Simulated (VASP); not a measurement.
# Sc7W (P-3m1) in VASP: single point with PBE

Aim: the single point of Sc7W with PBE.

Everything below comes from runs of VASP 6.6.1. Logs are shortened: lines on timing, memory, paths and dates and some standing lists are left out, and cuts for length are marked.

### 1 The cell of the first run

The structure is trigonal, space group P-3m1 (No. 164). The conventional cell has a = 3.268 Å, b = 3.268 Å, c = 40.499 Å, α = 90.00°, β = 90.00°, γ = 120.00°. Within 3.9 Å of Sc (site symmetry 3m) lie 3 W at 2.96 Å and 9 Sc at 3.27 to 3.32 Å. Within 4.2 Å of Sc (site symmetry 3m) lie 12 Sc at 3.23 to 3.32 Å. Sc (site symmetry 3m) has 12 Sc at 3.22 to 3.27 Å within 4.2 Å. Sc (site symmetry 3m) has 12 Sc at 3.22 to 3.27 Å within 4.2 Å. Within 4.2 Å of Sc (site symmetry 3m) lie 12 Sc at 3.22 to 3.27 Å. Within 4.2 Å of Sc (site symmetry 3m) lie 12 Sc at 3.22 to 3.27 Å. Sc (site symmetry 3m) has 12 Sc at 3.22 to 3.27 Å within 4.2 Å. Within 3.4 Å of W (site symmetry 3m) lie 9 W at 2.59 to 3.27 Å and 3 Sc at 2.96 Å.

### 2 Single point, PBE

INCAR reads:

```
ALGO = Fast
EDIFF = 1E-6
ENCUT = 520
GGA = PE
ISIF = 2
ISMEAR = 0
LASPH = True
LCHARG = False
LREAL = Auto
LWAVE = False
NBANDS = 105
NELM = 60
PREC = Accurate
SIGMA = 0.2
```

KPOINTS reads:

```
k-points
0
Gamma
  6 6 1
```

POSCAR reads:

```
Sc7W
1.0
    3.2678069976      0.0000000000      0.0000000000
   -1.6339034988      2.8300038746      0.0000000000
    0.0000000000      0.0000000000     40.4985594061
Sc W
14 2
Direct
    0.3333333333      0.6666666667      0.9217517372
    0.6666666667      0.3333333333      0.8543812710
    0.3333333333      0.6666666667      0.7896723442
    0.6666666667      0.3333333333      0.7252263980
    0.3333333333      0.6666666667      0.5321564622
    0.6666666667      0.3333333333      0.4678435378
    0.3333333333      0.6666666667      0.2747736020
    0.6666666667      0.3333333333      0.3391696594
    0.3333333333      0.6666666667      0.1456187290
    0.6666666667      0.3333333333      0.2103276558
    0.6666666667      0.3333333333      0.0782482628
    0.3333333333      0.6666666667      0.4035208747
    0.6666666667      0.3333333333      0.5964791253
    0.3333333333      0.6666666667      0.6608303406
    0.3333333333      0.6666666667      0.0219636338
    0.6666666667      0.3333333333      0.9780363662
```

Potentials or basis: VASP PAW PBE potentials, release 64 (Sc_sv, W_sv).

Command:

```
$ cat potpaw_PBE.64/Sc_sv/POTCAR potpaw_PBE.64/W_sv/POTCAR > POTCAR
$ mpirun -np 1 vasp_std > vasp.out
```

OUTCAR:

```text
EDIFF = 1E-6
   ENCUT = 520
   GGA = PE
   ISIF = 2
   ISMEAR = 0
   LASPH = True
   LREAL = Auto
   NELM = 60
   PREC = Accurate

 ion  position               nearest neighbor table
   1  0.333  0.667  0.922-  16 2.96  16 2.96  16 2.96   2 3.32   2 3.32   2 3.32
   2  0.667  0.333  0.854-   3 3.23   3 3.23   3 3.23   1 3.32   1 3.32   1 3.32
   3  0.333  0.667  0.790-   4 3.22   4 3.22   4 3.22   2 3.23   2 3.23   2 3.23
   4  0.667  0.333  0.725-  14 3.22  14 3.22  14 3.22   3 3.22   3 3.22   3 3.22
   5  0.333  0.667  0.532-   6 3.22   6 3.22   6 3.22  13 3.22  13 3.22  13 3.22
   6  0.667  0.333  0.468-   5 3.22   5 3.22   5 3.22  12 3.22  12 3.22  12 3.22
[... 8 lines left out ...]
  15  0.333  0.667  0.022-  16 2.59  16 2.59  16 2.59  11 2.96  11 2.96  11 2.96
  16  0.667  0.333  0.978-  15 2.59  15 2.59  15 2.59   1 2.96   1 2.96   1 2.96

  LATTYP: Found a hexagonal cell.
 ALAT       =     3.2678069976
 C/A-ratio  =    12.3931919590

  Lattice vectors:

 A1 = (   3.2678069976,   0.0000000000,   0.0000000000)
 A2 = (  -1.6339034988,   2.8300038746,   0.0000000000)
 A3 = (   0.0000000000,   0.0000000000,  40.4985594061)

Analysis of symmetry for initial positions (statically):
=====================================================================
 Subroutine PRICEL returns:
 Original cell was already a primitive cell.

 Routine SETGRP: Setting up the symmetry group for a
 hexagonal supercell.

 Subroutine GETGRP returns: Found 12 space group operations
 (whereof 12 operations were pure point group operations)
 out of a pool of 24 trial point group operations.

The static configuration has the point symmetry D_3d.

Analysis of symmetry for dynamics (positions and initial velocities):
=====================================================================
 Subroutine PRICEL returns:
 Original cell was already a primitive cell.

 Routine SETGRP: Setting up the symmetry group for a
 hexagonal supercell.

 Subroutine GETGRP returns: Found 12 space group operations
 (whereof 12 operations were pure point group operations)
 out of a pool of 24 trial point group operations.

The dynamic configuration has the point symmetry D_3d.

 Subroutine INISYM returns: Found 12 space group operations
 (whereof 12 operations are pure point group operations),
 and found     1 'primitive' translations

----------------------------------------------------------------------------------------

                                     Primitive cell

  volume of cell :     374.5269

  direct lattice vectors                    reciprocal lattice vectors
     3.267806998  0.000000000  0.000000000     0.306015625  0.176678203  0.000000000
    -1.633903499  2.830003875  0.000000000     0.000000000  0.353356407  0.000000000
     0.000000000  0.000000000 40.498559406     0.000000000  0.000000000  0.024692236

  length of vectors
     3.267806998  3.267806998 40.498559406     0.353356407  0.353356407  0.024692236

  position of ions in fractional coordinates (direct lattice)
     0.333333333  0.666666667  0.921751737
     0.666666667  0.333333333  0.854381271
     0.333333333  0.666666667  0.789672344
     0.666666667  0.333333333  0.725226398
     0.333333333  0.666666667  0.532156462
     0.666666667  0.333333333  0.467843538
[... 8 lines left out ...]
     0.333333333  0.666666667  0.021963634
     0.666666667  0.333333333  0.978036366

  ion indices of the primitive-cell ions
   primitive index   ion index
                 1           1
                 2           2
                 3           3
                 4           4
                 5           5
                 6           6
[... 8 lines left out ...]
                15          15
                16          16

----------------------------------------------------------------------------------------

 KPOINTS: k-points

Automatic generation of k-mesh.
 Grid dimensions read from file:
 generate k-points for:    6    6    1

 Generating k-lattice:

  Cartesian coordinates                     Fractional coordinates (reciprocal lattice)
     0.051002604  0.029446367  0.000000000     0.166666667  0.000000000  0.000000000
     0.000000000  0.058892734  0.000000000     0.000000000  0.166666667  0.000000000
     0.000000000  0.000000000  0.024692236     0.000000000  0.000000000  1.000000000

  Length of vectors
     0.058892734  0.058892734  0.024692236

  Shift w.r.t. Gamma in fractional coordinates (k-lattice)
     0.000000000  0.000000000  0.000000000

 Subroutine IBZKPT returns following result:
 ===========================================

 Found      7 irreducible k-points:

 Following reciprocal coordinates:
            Coordinates               Weight
  0.000000  0.000000  0.000000      1.000000
  0.166667  0.000000  0.000000      6.000000
  0.333333  0.000000  0.000000      6.000000
  0.500000  0.000000  0.000000      3.000000
  0.166667  0.166667  0.000000      6.000000
  0.333333  0.166667  0.000000     12.000000
  0.333333  0.333333  0.000000      2.000000
   k-points           NKPTS =      7   k-points in BZ     NKDIM =      7   number of bands    NBANDS=    105
   number of dos      NEDOS =    301   number of ions     NIONS =     16
   total plane-waves  NPLWV = 184320
   dimension x,y,z NGX =    24 NGY =   24 NGZ =  320
   dimension x,y,z NGXF=    48 NGYF=   48 NGZF=  640
   ions per type =              14   2
   NGX,Y,Z   is equivalent  to a cutoff of  12.21, 12.21, 13.14 a.u.
   NGXF,Y,Z  is equivalent  to a cutoff of  24.42, 24.42, 26.27 a.u.
 SYSTEM =  unknown system
   PREC   = accura    normal or accurate (medium, high low for compatibility)
   ISTART =      0    job   : 0-new  1-cont  2-samecut
   ICHARG =      2    charge: 1-file 2-atom 10-const
   ISPIN  =      1    spin polarized calculation?
   LNONCOLLINEAR =      F non collinear calculations
   LSORBIT =      F    spin-orbit coupling
   LASPH  =      T    aspherical Exc in radial PAW
   ENCUT  =  520.0 eV  38.22 Ry    6.18 a.u.   6.08  6.08 75.30*2*pi/ulx,y,z
   NELM   =     60;   NELMIN=  2; NELMDL= -5     # of ELM steps
   EDIFF  = 0.1E-05   stopping-criterion for ELM
   LREAL  =      T    real-space projection
   EDIFFG = 0.1E-04   stopping-criterion for IOM
   NSW    =      0    number of steps for IOM
   IBRION =     -1    ionic relax: 0-MD 1-quasi-New 2-CG
   NFREE  =      0    steps in history (QN), initial steepest desc. (CG)
   ISIF   =      2    stress and relaxation
   ISYM   =      2    0-nonsym 1-usesym 2-fastsym
   POTIM  = 0.5000    time-step for ionic-motion
   TEBEG  =    0.0;   TEEND  =   0.0 temperature during run
   PSTRESS=    0.0 pullay stress
   NELECT =     182.0000    total number of electrons
   NUPDOWN=      -1.0000    fix difference up-down
   EMIN   =  10.00;   EMAX   =-10.00  energy-range for DOS
   EFERMI =   0.00;   METHOD = LEGACY
   ISMEAR =     0;   SIGMA  =   0.20  broadening in eV -4-tet -1-fermi 0-gaus
   EFERMI_NEDOS =   21; number of points for ismear=-14 and -15
   IALGO  =     68    algorithm
   IMIX   =      4    mixing-type and parameters
     AMIX     =   0.40;   BMIX     =  1.00
     AMIX_MAG =   1.60;   BMIX_MAG =  1.00
  volume/ion in A,a.u.               =      23.41       157.96
  Fermi-wavevector in a.u.,A,eV,Ry     =   1.287076  2.432222 22.538941  1.656565
  Thomas-Fermi vector in A             =   2.419112
   LORBIT       =      0    0 simple, 1 ext, 2 COOP (PROOUT), +10 PAW based schemes
   GGA     = PE    functional components
   LHFCALC =     F    Hartree Fock is set to
   AEXX    =    0.0000 exact exchange contribution
   IVDW    =     0    specifies the selected vdW correction
   LEPSILON=     F    determine dielectric tensor
   LRPA    =     F    only Hartree local field effects (RPA)
 non-spin polarized calculation
 RMM-DIIS sequential band-by-band and
 Gauss-broadening in eV      SIGMA  =   0.20
  energy-cutoff  :      520.00
  volume of cell :      374.53
 maximum number of plane-waves:     10218
   NGX = 13   NGY = 13   NGZ =151

 number of electron     182.0000033 magnetization

 Free energy of the ion-electron system (eV)
  ---------------------------------------------------
  ext. energy  EPLUGINS =         0.00000000
  ---------------------------------------------------
  free energy    TOTEN  =      -111.94827943 eV

  energy without entropy =     -111.39925790  energy(sigma->0) =     -111.67376866

 E-fermi :   4.3322     XC(G=0): -10.2329

 val. band max:        4.3258115865   @ k =   0.3333   0.0000   0.0000
 cond. band min:       4.3423066241   @ k =   0.5000   0.0000   0.0000
 fundamental gap:      0.0164950376
 Fermi energy:         4.3322335367

 k-point     1 :       0.0000    0.0000    0.0000
  band No.  band energies     occupation
      1     -69.5271      2.00000
      2     -69.3569      2.00000
      3     -45.0987      2.00000
      4     -45.0987      2.00000
      5     -45.0307      2.00000
      6     -45.0275      2.00000
[... 95 lines left out ...]
    102       5.8927      0.00000
    103       5.9094      0.00000

 k-point     2 :       0.1667    0.0000    0.0000
  band No.  band energies     occupation
      1     -69.5144      2.00000
      2     -69.3643      2.00000
      3     -45.0883      2.00000
      4     -45.0883      2.00000
      5     -45.0170      2.00000
      6     -45.0143      2.00000
[... 95 lines left out ...]
    102       5.6291      0.00000
    103       5.6922      0.00000

 k-point     3 :       0.3333    0.0000    0.0000
  band No.  band energies     occupation
      1     -69.4832      2.00000
      2     -69.3849      2.00000
      3     -45.0673      2.00000
      4     -45.0673      2.00000
      5     -44.9872      2.00000
      6     -44.9859      2.00000
[... 95 lines left out ...]
    102       5.4620      0.00000
    103       5.4775      0.00000

 k-point     4 :       0.5000    0.0000    0.0000
  band No.  band energies     occupation
      1     -69.4597      2.00000
      2     -69.4031      2.00000
      3     -45.0568      2.00000
      4     -45.0568      2.00000
      5     -44.9695      2.00000
      6     -44.9691      2.00000
[... 95 lines left out ...]
    102       5.6389      0.00000
    103       5.6633      0.00000

 k-point     5 :       0.1667    0.1667    0.0000
  band No.  band energies     occupation
      1     -69.4921      2.00000
      2     -69.3786      2.00000
      3     -45.0726      2.00000
      4     -45.0726      2.00000
      5     -44.9951      2.00000
      6     -44.9934      2.00000
[... 95 lines left out ...]
    102       5.3829      0.00000
    103       5.4090      0.00000

 k-point     6 :       0.3333    0.1667    0.0000
  band No.  band energies     occupation
      1     -69.4597      2.00000
      2     -69.4030      2.00000
      3     -45.0568      2.00000
      4     -45.0568      2.00000
      5     -44.9696      2.00000
      6     -44.9692      2.00000
[... 95 lines left out ...]
    102       5.1906      0.00000
    103       5.2218      0.00000

 k-point     7 :       0.3333    0.3333    0.0000
  band No.  band energies     occupation
      1     -69.4300      2.00000
      2     -69.4300      2.00000
      3     -45.0516      2.00000
      4     -45.0516      2.00000
      5     -44.9579      2.00000
      6     -44.9579      2.00000
[... 95 lines left out ...]
    102       4.7231      0.00571
    103       4.8809      0.00010
 [bands above 103 left out]

------------------------ aborting loop because EDIFF is reached ----------------------------------------

  FORCE on cell =-STRESS in cart. coord.  units (eV):
  Direction    XX          YY          ZZ          XY          YZ          ZX
  --------------------------------------------------------------------------------------
  -------------------------------------------------------------------------------------
  Total        0.2317005      0.2317005      0.2401460     -0.0000000     -0.0000000      0.0000000
  in kB        0.9911847      0.9911847      1.0273134     -0.0000000     -0.0000000      0.0000000
  external PRESSURE =       1.0032276 kB  Pullay stress =       0.0000000 kB

 VOLUME and BASIS-vectors are now :
 -----------------------------------------------------------------------------
  energy-cutoff  :      520.00
  volume of cell :      374.53
      direct lattice vectors                 reciprocal lattice vectors
     3.267806998  0.000000000  0.000000000     0.306015625  0.176678203  0.000000000
    -1.633903499  2.830003875  0.000000000     0.000000000  0.353356407  0.000000000
     0.000000000  0.000000000 40.498559406     0.000000000  0.000000000  0.024692236

 POSITION                                       TOTAL-FORCE (eV/Angst)
 -----------------------------------------------------------------------------------
     -0.00000      1.88667     37.32962        -0.000000      0.000000     -0.011275
      1.63390      0.94333     34.60121        -0.000000     -0.000000      0.005967
     -0.00000      1.88667     31.98059         0.000000     -0.000000      0.003538
      1.63390      0.94333     29.37062        -0.000000      0.000000      0.004574
     -0.00000      1.88667     21.55157        -0.000000      0.000000      0.002152
      1.63390      0.94333     18.94699         0.000000      0.000000     -0.002152
[... 8 lines left out ...]
     -0.00000      1.88667      0.88950        -0.000000      0.000000      0.029829
      1.63390      0.94333     39.60906         0.000000     -0.000000     -0.029829
 -----------------------------------------------------------------------------------
    total drift:                               -0.000000     -0.000000      0.000000

  FREE ENERGIE OF THE ION-ELECTRON SYSTEM (eV)
  ---------------------------------------------------
  free  energy   TOTEN  =      -111.9482794256 eV

  energy  without entropy=     -111.3992578964  energy(sigma->0) =     -111.67376866
```

Wall time 49 min (1 thread of Intel Xeon 8259CL, shared host); peak memory 0.55 GiB.

Results:

| Item | Value |
| --- | --- |
| Free energy | -111.9483 eV |
| Pressure | 0.1 GPa |
| Largest force | 0.030 eV/Å |
| Band gap on the k mesh | zero (bands 91 and 92 overlap by 1.15 eV) |

Forces on the atoms (eV/Å):
```
Sc   0.000  0.000 -0.011
Sc   0.000  0.000  0.006
Sc   0.000  0.000  0.004
Sc   0.000  0.000  0.005
Sc   0.000  0.000  0.002
Sc   0.000  0.000 -0.002
Sc   0.000  0.000 -0.005
Sc   0.000  0.000 -0.005
Sc   0.000  0.000 -0.006
Sc   0.000  0.000 -0.004
Sc   0.000  0.000  0.011
Sc   0.000  0.000 -0.003
Sc   0.000  0.000  0.003
Sc   0.000  0.000  0.005
W    0.000  0.000  0.030
W    0.000  0.000 -0.030
```

Levels at points of the mesh, in eV from the Fermi level:
| k point | band 88 | band 89 | band 90 | band 91 | band 92 | band 93 |
| --- | --- | --- | --- | --- | --- | --- |
| (0.00, 0.00, 0.00) | 0.47 | 0.52 | 0.59 | 0.79 | 0.88 | 1.15 |
| (0.50, 0.00, 0.00) | -0.34 | -0.28 | -0.26 | -0.23 | -0.16 | -0.10 |

Caveat: the k points lie up to 0.37 Å⁻¹ apart, too coarse for converged energies and pressures of a metal; spin-orbit coupling is left out, which moves the levels of the heavy elements.
